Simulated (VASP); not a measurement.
A run of VASP 6.6.1 is set up as follows.

File INCAR:

```
SYSTEM = Rh
PREC = Accurate ; ENCUT = 520
EDIFF = 1E-6 ; ISMEAR = 1
SIGMA = 0.1 ; LREAL = .False.
LASPH = .True. ; NELM = 100
ALGO = Normal ; ISIF = 2
LWAVE = .False. ; LCHARG = .False.
GGA = PS ; IVDW = 12
NBANDS = 38
```

File KPOINTS:

```
regular mesh
0
Gamma
  9 9 3
  0 0 0
```

File POSCAR:

```
Rh
1.0
    2.6543259673      0.0000000000      0.0000000000
   -1.3271629837      2.2987137176      0.0000000000
    0.0000000000      0.0000000000      8.6447437589
Rh
4
Direct
    0.0000000000      0.0000000000      0.0000000000
    0.3333333333      0.6666666667      0.2500000000
    0.0000000000      0.0000000000      0.5000000000
    0.6666666667      0.3333333333      0.7500000000
```

Potentials or basis: VASP PAW PBE potentials, release 64 (Rh_pv).

The run is started by

```bash
$ cat potpaw_PBE.64/Rh_pv/POTCAR > POTCAR
$ mpirun -np 1 vasp_std > vasp.out
```

Estimate the dispersion energy per atom.

-0.634 eV.

What does it give for the band gap on the k mesh?

Zero (band 30 reaches 13.18 eV, above the bottom of band 31 at 11.46 eV).

What does it give for the pressure?

0.0 GPa.

Stress tensor (GPa, compression positive):
```
-0.08  0.00  0.00
 0.00 -0.08  0.00
 0.00  0.00  0.02
```

Caveat: the PAW data sets were made with another functional, which shifts forces and pressure a little; pairwise dispersion overbinds metals, which lowers pressure and volume.
